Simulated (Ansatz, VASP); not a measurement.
# Two plane-wave programs on Al2Cu

The input INCAR:

```
PREC = Accurate ; ENCUT = 520
EDIFF = 1E-7 ; ISMEAR = 0
SIGMA = 0.15 ; LREAL = F
LASPH = T ; NELM = 60
ALGO = Normal ; ISIF = 2
LWAVE = F ; LCHARG = T
GGA = CA ; LELF = T
LVHAR = T ; NBANDS = 16
```

Contents of KPOINTS:

```
regular mesh
0
Gamma
  10 10 14
```

POSCAR

```
Al2Cu
1.0
    3.8536000000      0.0000000000      0.0000000000
    0.0000000000      3.8536000000      0.0000000000
    0.0000000000      0.0000000000      2.7461000000
Al Cu
2 1
Direct
    0.5000000000      0.0000000000      0.5000000000
    0.0000000000      0.5000000000      0.5000000000
    0.0000000000      0.0000000000      0.0000000000
```

Input for Ansatz:

```yaml
crystal:
  lattice:
    - [3.8536, 0.0, 0.0]
    - [0.0, 3.8536, 0.0]
    - [0.0, 0.0, 2.7461]
  atoms:
    - { symbol: Al, position: [0.5, 0.0, 0.5] }
    - { symbol: Al, position: [0.0, 0.5, 0.5] }
    - { symbol: Cu, position: [0.0, 0.0, 0.0] }
basis:
  ecutwfc: 520.0
kpoints:
  mp_grid: { grid: [10, 10, 14] }
hamiltonian:
  xc: lda
  pseudopotentials: { kind: paw, azcp: { folder: soft_1 } }
scf:
  occupations: { method: gaussian, width: 0.15 }
output:
  forces: true
  stress: true
  eigenvalues: true
```

Alike in both runs: task single point; functional LDA; k mesh 10 × 10 × 14; occupations gaussian, width 0.15 eV; no spin polarisation.

|  | VASP | Ansatz |
| --- | --- | --- |
| version | VASP 6.6.1 | Ansatz 0.2.0 |
| potentials or method | VASP PAW LDA potentials, release 64 (Al, Cu), cutoff 520 eV | scalar-relativistic, plane waves, PAW |
| valence electrons in the cell | 17 | 25 |

Ansatz gave:

```
gap on the k mesh at the Fermi level (eV)                     : none
pressure (GPa)                                                : 17.1
traceless stress, the component that is largest in VASP (GPa) : -2.03
```

What did VASP give for the same quantities?

gap on the k mesh at the Fermi level (eV): none; pressure (GPa): 17.4; traceless stress, the component that is largest in VASP (GPa): -1.97.

Ansatz warns that its potentials were made for another functional, while VASP's fit it. LDA's correlation is that of Perdew and Zunger in VASP and of Perdew and Wang (1992) in Ansatz. A gap of «none» marks a metal or a gap that the smearing closes. VASP's potentials hold 17 valence electrons a cell and Ansatz's 25, so a difference there can come from the potentials and not from the codes.
